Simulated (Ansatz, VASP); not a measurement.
# One calculation of Cu, two programs

```
CELL_PARAMETERS angstrom
2.52059 0.00000 0.00000
-1.26030 2.18290 0.00000
0.00000 0.00000 4.11652
ATOMIC_POSITIONS crystal
Cu 0.33333 0.66667 0.27551
Cu 0.66667 0.33333 0.72449
```

Change from the starting cell: mode 6 (263.3 1/cm) frozen in, largest displacement +0.105 Å.

Alike in both runs: task single point; functional PBEsol; k mesh 30 × 30 × 14; occupations gaussian, width 0.15 eV; no spin polarisation.

|  | VASP | Ansatz |
| --- | --- | --- |
| version | VASP 6.6.1 | Ansatz 0.2.0 |
| potentials or method | VASP PAW PBE potentials, release 64 (Cu), cutoff 520 eV | scalar-relativistic, plane waves, PAW |
| valence electrons in the cell | 22 | 38 |

```tsv
	VASP	Ansatz	Ansatz less VASP
gap on the k mesh at the Fermi level (eV)	none	none	-
pressure (GPa)	5.8	5.1	-0.70
traceless stress, the component that is largest in VASP (GPa)	3.46	3.48	+0.017
rms of the force components (eV/Å)	1.061	1.055	-0.0051
```

VASP's potentials were made for PBE, not for PBEsol. Atom by atom the forces differ by 0.005 eV/Å (rms over components). A gap of «none» marks a metal or a gap that the smearing closes. VASP's potentials hold 22 valence electrons a cell and Ansatz's 38, so a difference there can come from the potentials and not from the codes.
